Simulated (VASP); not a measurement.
**CuSi16 (a cell with a defect): single point with PBE**

CuSi16 (a cell with a defect):

```xyz
17
Lattice="0.0000 5.4300 5.4300 5.4300 0.0000 5.4300 5.4300 5.4300 0.0000" Properties=species:S:1:pos:R:3 pbc="T T T"
Si   -0.0554    0.0106    0.0554
Si    1.3730    1.3628    1.3203
Si    2.6821    2.7606   -0.0140
Si    3.9794    4.1640    1.4504
Si    2.7832    0.0537    2.6467
Si    4.1095    1.3626    4.0570
Si    5.4441    2.7601    2.7481
Si    6.8768    4.1260    3.9830
Si   -0.0374    2.6639    2.6728
Si    1.2379    3.9302    4.1922
Si    2.5517    5.3391    2.8793
Si    4.0347    6.7237    4.0066
Si    2.7572    2.6637    5.4676
Si    4.1095    4.0751    6.7504
Si    5.4766    5.3876    5.3840
Si    6.8540    6.7231    6.8257
Cu    5.1169    7.8791    5.7440
```

```json
{
 "Program": "VASP 6.6.1",
 "Task": "single point",
 "Functional": "PBE",
 "Potentials or basis": "VASP PAW PBE potentials, release 64 (Si, Cu)",
 "Cutoff": "520 eV",
 "k mesh": "2 × 2 × 2",
 "Occupations": "gaussian, width 0.05 eV",
 "Spin": "no spin polarisation",
 "Dipole correction": "no",
 "Charge": "1",
 "Further INCAR settings": "LREAL = Auto; ALGO = Normal; EDIFF = 1e-07; NBANDS = 52; NELECT = 74.0"
}
```

The largest force is 0.009 eV/Å.

Forces in eV/Å, atoms in the order of the input:
```
Si   0.001  0.003 -0.001
Si   0.000  0.000 -0.001
Si  -0.007  0.000 -0.005
Si  -0.003  0.002  0.005
Si  -0.001 -0.001  0.001
Si   0.001  0.000  0.000
Si   0.005  0.001  0.006
Si  -0.001 -0.002  0.002
Si   0.001  0.000  0.002
Si   0.004  0.003 -0.003
Si   0.005 -0.001 -0.006
Si  -0.004 -0.006  0.000
Si  -0.003  0.000 -0.001
Si   0.000  0.001  0.000
Si   0.002 -0.002 -0.003
Si   0.000 -0.004  0.005
Cu   0.001  0.004 -0.002
```

Levels at points of the mesh, in eV from the Fermi level:
| k point | band 35 | band 36 | band 37 | band 38 | band 39 | band 40 |
| --- | --- | --- | --- | --- | --- | --- |
| (0.00, 0.00, 0.00) | -0.63 | -0.19 | -0.07 | 0.07 | 0.41 | 0.59 |
| (0.50, 0.00, 0.00) | -0.88 | -0.87 | -0.79 | 0.50 | 1.16 | 1.25 |
| (0.00, 0.50, 0.00) | -0.89 | -0.84 | -0.74 | 0.55 | 1.13 | 1.26 |
| (0.00, 0.00, 0.50) | -0.89 | -0.65 | -0.52 | 0.52 | 1.01 | 1.34 |
| (0.50, 0.50, 0.50) | -0.89 | -0.84 | -0.74 | 0.55 | 1.13 | 1.26 |
| (0.50, 0.50, 0.00) | -1.46 | -1.43 | -1.07 | 0.66 | 1.00 | 1.95 |
| (0.00, 0.50, 0.50) | -1.46 | -1.43 | -1.07 | 0.66 | 1.00 | 1.95 |
| (0.50, 0.00, 0.50) | -1.49 | -1.41 | -1.11 | 0.67 | 0.99 | 1.96 |

Wall time 3.1 min on 1 thread of Intel(R) Xeon(R) 6975P-C (Granite Rapids), with other jobs on the host, peak memory 0.5 GiB.

Caveat: the k points lie up to 0.50 Å⁻¹ apart; the cell carries a net charge on a neutralising background, which shifts energy and pressure; the cell is charged against a uniform background, so pressure and absolute levels hang on convention.
